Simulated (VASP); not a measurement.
# SrBi2O6 in VASP: further runs

Runs on SrBi2O6. Level: PBE. Tasks: single point.

Everything below comes from runs of VASP 6.6.1. Logs are shortened: lines on timing, memory, paths and dates and some standing lists are left out, and cuts for length are marked.

## 1. The cell of the first run

The cell holds an amorphous packing of atoms, 9 atoms: a = 5.318 Å, b = 5.256 Å, c = 5.984 Å, α = 85.47°, β = 106.48°, γ = 90.03°.

## 2. Single point, PBE

File INCAR:

```
ALGO = Normal
EDIFF = 1E-6
ENCUT = 520
GGA = PE
ISIF = 2
ISMEAR = -1
LASPH = True
LCHARG = False
LREAL = False
LWAVE = False
NBANDS = 48
NELM = 80
PREC = Accurate
SIGMA = 0.1
```

File KPOINTS:

```
k-points
0
Gamma
  3 3 3
```

File POSCAR:

```
SrBi2O6
1.0
    5.2615330000      0.3142130000     -0.7024150000
   -0.2723180000      5.2390360000      0.3275010000
   -0.9301230000      0.0568210000      5.9109360000
Sr Bi O
1 2 6
Direct
    0.2357629678      0.3055014225      0.6471596755
    0.0636236142      0.6890564198      0.1276683616
    0.6067790877      0.0874070419      0.2928931796
    0.0450699414      0.1665409285      0.1756132163
    0.6499044859      0.6593804044      0.7125162441
    0.5942924097      0.5151196012      0.0473322192
    0.9620246437      0.8455651093      0.6911406453
    0.8273682550      0.3357016239      0.8741529692
    0.6981331601      0.9858420305      0.8555568784
```

Potentials or basis: VASP PAW PBE potentials, release 64 (Sr_sv, Bi_d, O).

Launch:

```
$ cat potpaw_PBE.64/Sr_sv/POTCAR potpaw_PBE.64/Bi_d/POTCAR potpaw_PBE.64/O/POTCAR > POTCAR
$ mpirun -np 1 vasp_std > vasp.out
```

OUTCAR:

```text
EDIFF = 1E-6
   ENCUT = 520
   GGA = PE
   ISIF = 2
   ISMEAR = -1
   LASPH = True
   LREAL = False
   NELM = 80
   PREC = Accurate

 ion  position               nearest neighbor table
   1  0.236  0.306  0.647-   5 2.84   7 2.85   4 2.87   8 2.88   9 2.89   6 2.90   8 3.06   7 3.25
                             2 3.46   3 3.53   3 3.65   3 3.89   2 3.95   2 4.43
   2  0.064  0.689  0.128-   4 2.55   7 2.58   9 2.58   6 2.58   8 2.59   4 2.74   5 2.83   1 3.46
                             3 3.52   3 3.60   1 3.95   1 4.43
   3  0.607  0.087  0.293-   6 2.58   4 2.64   7 2.80   9 2.88   4 2.89   2 3.52   1 3.53   2 3.60
                             1 3.65   1 3.89
   4  0.045  0.167  0.176-   2 2.55   3 2.64   2 2.74   1 2.87   3 2.89
   5  0.650  0.659  0.713-   7 1.96   9 1.96   2 2.83   1 2.84
   6  0.594  0.515  0.047-   3 2.58   2 2.58   1 2.90
   7  0.962  0.846  0.691-   5 1.96   2 2.58   3 2.80   1 2.85   1 3.25
   8  0.827  0.336  0.874-   9 1.96   2 2.59   1 2.88   1 3.06
   9  0.698  0.986  0.856-   5 1.96   8 1.96   2 2.58   3 2.88   1 2.89

  LATTYP: Found a triclinic cell.
 ALAT       =     5.9839386542
 B/A-ratio  =     0.8886293893
 C/A-ratio  =     0.8784049220
 COS(alpha) =     0.0005967169
 COS(beta)  =     0.0790631784
 COS(gamma) =     0.2837227515

  Lattice vectors:

 A1 = (   0.9301230000,  -0.0568210000,  -5.9109360000)
 A2 = (   5.2615330000,   0.3142130000,  -0.7024150000)
 A3 = (   0.2723180000,  -5.2390360000,  -0.3275010000)

Analysis of symmetry for initial positions (statically):
=====================================================================
 Subroutine PRICEL returns:
 Original cell was already a primitive cell.

 Routine SETGRP: Setting up the symmetry group for a
 triclinic supercell.

 Subroutine GETGRP returns: Found  1 space group operations
 (whereof  1 operations were pure point group operations)
 out of a pool of  2 trial point group operations.

The static configuration has the point symmetry C_1 .

Analysis of symmetry for dynamics (positions and initial velocities):
=====================================================================
 Subroutine PRICEL returns:
 Original cell was already a primitive cell.

 Routine SETGRP: Setting up the symmetry group for a
 triclinic supercell.

 Subroutine GETGRP returns: Found  1 space group operations
 (whereof  1 operations were pure point group operations)
 out of a pool of  2 trial point group operations.

The dynamic configuration has the point symmetry C_1 .

 Subroutine INISYM returns: Found  1 space group operations
 (whereof  1 operations are pure point group operations),
 and found     1 'primitive' translations

----------------------------------------------------------------------------------------

                                     Primitive cell

  volume of cell :     159.8373

  direct lattice vectors                    reciprocal lattice vectors
     5.261533000  0.314213000 -0.702415000     0.193628168  0.008164792  0.030390124
    -0.272318000  5.239036000  0.327501000    -0.011869603  0.190489069 -0.003698901
    -0.930123000  0.056821000  5.910936000     0.023667087 -0.009583979  0.172994239

  length of vectors
     5.317503752  5.256321167  5.983938654     0.196168527  0.190894354  0.174868494

  position of ions in fractional coordinates (direct lattice)
     0.235762968  0.305501423  0.647159675
     0.063623614  0.689056420  0.127668362
     0.606779088  0.087407042  0.292893180
     0.045069941  0.166540928  0.175613216
     0.649904486  0.659380404  0.712516244
     0.594292410  0.515119601  0.047332219
     0.962024644  0.845565109  0.691140645
     0.827368255  0.335701624  0.874152969
     0.698133160  0.985842031  0.855556878

  ion indices of the primitive-cell ions
   primitive index   ion index
                 1           1
                 2           2
                 3           3
                 4           4
                 5           5
                 6           6
                 7           7
                 8           8
                 9           9

----------------------------------------------------------------------------------------

 KPOINTS: k-points

Automatic generation of k-mesh.
 Grid dimensions read from file:
 generate k-points for:    3    3    3

 Generating k-lattice:

  Cartesian coordinates                     Fractional coordinates (reciprocal lattice)
     0.064542723  0.002721597  0.010130041     0.333333333 -0.000000000 -0.000000000
    -0.003956534  0.063496356 -0.001232967     0.000000000  0.333333333  0.000000000
     0.007889029 -0.003194660  0.057664746     0.000000000 -0.000000000  0.333333333

  Length of vectors
     0.065389509  0.063631451  0.058289498

  Shift w.r.t. Gamma in fractional coordinates (k-lattice)
     0.000000000  0.000000000  0.000000000

 Subroutine IBZKPT returns following result:
 ===========================================

 Found     14 irreducible k-points:

 Following reciprocal coordinates:
            Coordinates               Weight
  0.000000  0.000000  0.000000      1.000000
  0.333333 -0.000000  0.000000      2.000000
  0.000000  0.333333  0.000000      2.000000
  0.333333  0.333333 -0.000000      2.000000
 -0.333333  0.333333  0.000000      2.000000
 -0.000000  0.000000  0.333333      2.000000
  0.333333  0.000000  0.333333      2.000000
 -0.333333  0.000000  0.333333      2.000000
  0.000000  0.333333  0.333333      2.000000
  0.333333  0.333333  0.333333      2.000000
 -0.333333  0.333333  0.333333      2.000000
 -0.000000 -0.333333  0.333333      2.000000
  0.333333 -0.333333  0.333333      2.000000
 -0.333333 -0.333333  0.333333      2.000000
   k-points           NKPTS =     14   k-points in BZ     NKDIM =     14   number of bands    NBANDS=     48
   number of dos      NEDOS =    301   number of ions     NIONS =      9
   total plane-waves  NPLWV =  76800
   dimension x,y,z NGX =    40 NGY =   40 NGZ =   48
   dimension x,y,z NGXF=    80 NGYF=   80 NGZF=   96
   ions per type =               1   2   6
   NGX,Y,Z   is equivalent  to a cutoff of  12.51, 12.65, 13.34 a.u.
   NGXF,Y,Z  is equivalent  to a cutoff of  25.01, 25.30, 26.67 a.u.
 SYSTEM =  unknown system
   PREC   = accura    normal or accurate (medium, high low for compatibility)
   ISTART =      0    job   : 0-new  1-cont  2-samecut
   ICHARG =      2    charge: 1-file 2-atom 10-const
   ISPIN  =      1    spin polarized calculation?
   LNONCOLLINEAR =      F non collinear calculations
   LSORBIT =      F    spin-orbit coupling
   LASPH  =      T    aspherical Exc in radial PAW
   ENCUT  =  520.0 eV  38.22 Ry    6.18 a.u.   9.89  9.77 11.13*2*pi/ulx,y,z
   NELM   =     80;   NELMIN=  2; NELMDL= -5     # of ELM steps
   EDIFF  = 0.1E-05   stopping-criterion for ELM
   LREAL  =      F    real-space projection
   EDIFFG = 0.1E-04   stopping-criterion for IOM
   NSW    =      0    number of steps for IOM
   IBRION =     -1    ionic relax: 0-MD 1-quasi-New 2-CG
   NFREE  =      0    steps in history (QN), initial steepest desc. (CG)
   ISIF   =      2    stress and relaxation
   ISYM   =      2    0-nonsym 1-usesym 2-fastsym
   POTIM  = 0.5000    time-step for ionic-motion
   TEBEG  =    0.0;   TEEND  =   0.0 temperature during run
   PSTRESS=    0.0 pullay stress
   NELECT =      76.0000    total number of electrons
   NUPDOWN=      -1.0000    fix difference up-down
   EMIN   =  10.00;   EMAX   =-10.00  energy-range for DOS
   EFERMI =   0.00;   METHOD = LEGACY
   ISMEAR =    -1;   SIGMA  =   0.10  broadening in eV -4-tet -1-fermi 0-gaus
   EFERMI_NEDOS =   21; number of points for ismear=-14 and -15
   IALGO  =     38    algorithm
   IMIX   =      4    mixing-type and parameters
     AMIX     =   0.40;   BMIX     =  1.00
     AMIX_MAG =   1.60;   BMIX_MAG =  1.00
  volume/ion in A,a.u.               =      17.76       119.85
  Fermi-wavevector in a.u.,A,eV,Ry     =   1.277772  2.414639 22.214247  1.632701
  Thomas-Fermi vector in A             =   2.410353
   LORBIT       =      0    0 simple, 1 ext, 2 COOP (PROOUT), +10 PAW based schemes
   GGA     = PE    functional components
   LHFCALC =     F    Hartree Fock is set to
   AEXX    =    0.0000 exact exchange contribution
   IVDW    =     0    specifies the selected vdW correction
   LEPSILON=     F    determine dielectric tensor
   LRPA    =     F    only Hartree local field effects (RPA)
 non-spin polarized calculation
  energy-cutoff  :      520.00
  volume of cell :      159.84
 maximum number of plane-waves:      4324
   NGX = 19   NGY = 19   NGZ = 23

 number of electron      75.9999998 magnetization

 Free energy of the ion-electron system (eV)
  ---------------------------------------------------
  ext. energy  EPLUGINS =         0.00000000
  ---------------------------------------------------
  free energy    TOTEN  =       -38.64892624 eV

  energy without entropy =      -38.42657738  energy(sigma->0) =      -38.53775181

 E-fermi :   3.8842     XC(G=0):  -9.7095

 val. band max:        3.8718308091   @ k =  -0.3333   0.0000   0.3333
 cond. band min:       3.8904203559   @ k =   0.0000   0.3333   0.3333
 fundamental gap:      0.0185895468
 Fermi energy:         3.8841537459

 k-point     1 :       0.0000    0.0000    0.0000
  band No.  band energies     occupation
      1     -31.3766      2.00000
      2     -19.7566      2.00000
      3     -19.7387      2.00000
      4     -19.7298      2.00000
      5     -19.7192      2.00000
      6     -19.7164      2.00000
[... 40 lines left out ...]
     47       8.4888      0.00000
     48       8.9681      0.00000

 k-point     2 :       0.3333   -0.0000    0.0000
  band No.  band energies     occupation
      1     -31.3763      2.00000
      2     -19.7565      2.00000
      3     -19.7391      2.00000
      4     -19.7263      2.00000
      5     -19.7192      2.00000
      6     -19.7113      2.00000
[... 40 lines left out ...]
     47       8.6464      0.00000
     48       9.2228      0.00000

 k-point     3 :       0.0000    0.3333    0.0000
  band No.  band energies     occupation
      1     -31.3764      2.00000
      2     -19.7572      2.00000
      3     -19.7372      2.00000
      4     -19.7291      2.00000
      5     -19.7190      2.00000
      6     -19.7051      2.00000
[... 40 lines left out ...]
     47       8.8636      0.00000
     48       9.4145      0.00000

 k-point     4 :       0.3333    0.3333   -0.0000
  band No.  band energies     occupation
      1     -31.3761      2.00000
      2     -19.7562      2.00000
      3     -19.7372      2.00000
      4     -19.7265      2.00000
      5     -19.7183      2.00000
      6     -19.7020      2.00000
[... 448 lines left out ...]
     47       8.8398      0.00000
     48       9.2398      0.00000

 k-point    13 :       0.3333   -0.3333    0.3333
  band No.  band energies     occupation
      1     -31.3761      2.00000
      2     -19.7560      2.00000
      3     -19.7366      2.00000
      4     -19.7264      2.00000
      5     -19.7183      2.00000
      6     -19.7020      2.00000
[... 40 lines left out ...]
     47       8.7725      0.00000
     48       9.1392      0.00000

 k-point    14 :      -0.3333   -0.3333    0.3333
  band No.  band energies     occupation
      1     -31.3761      2.00000
      2     -19.7561      2.00000
      3     -19.7368      2.00000
      4     -19.7268      2.00000
      5     -19.7182      2.00000
      6     -19.7021      2.00000
[... 40 lines left out ...]
     47       8.9397      0.00000
     48       9.2535      0.00000

------------------------ aborting loop because EDIFF is reached ----------------------------------------

  FORCE on cell =-STRESS in cart. coord.  units (eV):
  Direction    XX          YY          ZZ          XY          YZ          ZX
  --------------------------------------------------------------------------------------
  -------------------------------------------------------------------------------------
  Total       -7.5479771     -9.5272870     -5.2787467     -2.1254080      1.6043587     -3.6368540
  in kB      -75.6594371    -95.4996497    -52.9131179    -21.3046718     16.0817763    -36.4551088
  external PRESSURE =     -74.6907349 kB  Pullay stress =       0.0000000 kB

 VOLUME and BASIS-vectors are now :
 -----------------------------------------------------------------------------
  energy-cutoff  :      520.00
  volume of cell :      159.84
      direct lattice vectors                 reciprocal lattice vectors
     5.261533000  0.314213000 -0.702415000     0.193628168  0.008164792  0.030390124
    -0.272318000  5.239036000  0.327501000    -0.011869603  0.190489069 -0.003698901
    -0.930123000  0.056821000  5.910936000     0.023667087 -0.009583979  0.172994239

 POSITION                                       TOTAL-FORCE (eV/Angst)
 -----------------------------------------------------------------------------------
      0.55534      1.71138      3.75977         0.096551     -0.193231      1.485229
      0.02837      3.63724      0.93562        -1.666211      0.624311     -2.558454
      2.89636      0.66523      1.33369         0.978838      0.742214     -1.427581
      0.02844      0.89665      1.06092         1.454062     -0.781334      2.192024
      2.57720      3.69921      3.97108        -0.124238     -0.094868     -0.434872
      2.94259      2.88815      0.03104        -1.735801     -0.612407      2.670071
      4.18862      4.77150      3.68647         1.894973     -0.525757     -1.274021
      3.44874      2.06839      4.69585         0.683492      0.380323     -1.792403
      2.60901      5.43284      4.88963        -1.581666      0.460749      1.140007
 -----------------------------------------------------------------------------------
    total drift:                               -0.000568     -0.000113     -0.001178

  FREE ENERGIE OF THE ION-ELECTRON SYSTEM (eV)
  ---------------------------------------------------
  free  energy   TOTEN  =       -38.6489262367 eV

  energy  without entropy=      -38.4265773773  energy(sigma->0) =      -38.53775181
```

Wall time 66 s (1 thread of Intel Xeon 6975P-C (Granite Rapids), shared host); peak memory 0.31 GiB.

Results:

| Item | Value |
| --- | --- |
| Free energy | -38.6489 eV |
| Pressure | -7.5 GPa |
| Largest force | 3.243 eV/Å |
| Band gap on the k mesh | zero (band 38 reaches 3.89 eV, above the bottom of band 39 at 3.81 eV) |

Forces in eV/Å, atoms in the order of the input:
```
Sr   0.097 -0.193  1.485
Bi  -1.666  0.624 -2.558
Bi   0.979  0.742 -1.428
O    1.454 -0.781  2.192
O   -0.124 -0.095 -0.435
O   -1.736 -0.612  2.670
O    1.895 -0.526 -1.274
O    0.683  0.380 -1.792
O   -1.582  0.461  1.140
```

Levels at points of the mesh, in eV from the Fermi level:
```csv
k point,band 35,band 36,band 37,band 38,band 39,band 40,band 41,band 42
"(0.00, 0.00, 0.00)",-1.12,-0.87,-0.25,-0.12,0.41,0.66,1.17,1.54
```

Caveat: the k points lie up to 0.41 Å⁻¹ apart; spin-orbit coupling is left out, which moves the levels of the heavy elements.

(Continued in part 2 of 2.)
